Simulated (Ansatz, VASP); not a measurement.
Ag in VASP and in Ansatz

```
Ag
1.0
     2.95421    0.00000    0.00000
    -1.47711    2.55842    0.00000
     0.00000    0.00000    4.82959
Ag
2
Direct
  0.33333 0.66667 0.25000
  0.66667 0.33333 0.75000
```

Change from the starting cell: volume scaled by 1.025.

Alike in both runs: task single point; functional PBE; k mesh 13 × 13 × 7; occupations fermi-dirac, width 0.03 eV; no spin polarisation.

```csv
,VASP,Ansatz
version,VASP 6.6.1,Ansatz 0.2.0
potentials or method,"VASP PAW PBE potentials, release 64 (Ag), cutoff 500 eV","all-electron LAPW, scalar-relativistic"
```

VASP gave:

```
pressure (GPa)                                                : -2.0
traceless stress, the component that is largest in VASP (GPa) : 1.06
```

**Question.** What did Ansatz give for the same quantities?

**Answer.** Pressure (GPa): -1.9; traceless stress, the component that is largest in VASP (GPa): 1.06.

Ansatz ran all-electron here, and VASP with PAW potentials.
